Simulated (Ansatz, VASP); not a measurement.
# One calculation of Sn, two programs

```xyz
3
Lattice="5.4484 0.0000 0.0000 -2.7242 4.7185 0.0000 0.0000 0.0000 3.3243" Properties=species:S:1:pos:R:3 pbc="T T T"
Sn    0.0000    0.0000    0.0000
Sn    0.0000    3.1456    1.6622
Sn    2.7242    1.5728    1.6622
```

Alike in both runs: task single point; functional revPBE; k mesh 8 × 8 × 11; occupations fermi-dirac, width 0.1 eV; no spin polarisation.

|  | VASP | Ansatz |
| --- | --- | --- |
| version | VASP 6.6.1 | Ansatz 0.2.0 |
| potentials or method | VASP PAW PBE potentials, release 64 (Sn_d), cutoff 520 eV | plane waves (420 eV) with PAW, scalar-relativistic |
| valence electrons in the cell | 42 | 42 |

|  | VASP | Ansatz | Ansatz less VASP |
| --- | --- | --- | --- |
| pressure (GPa) | 0.3 | 0.3 | +0.04 |
| traceless stress, the component that is largest in VASP (GPa) | -1.58 | -1.58 | +0.001 |

VASP's potentials were made for PBE, not for revPBE. With one functional, cell and mesh, what is left measures potentials, basis and numerics.
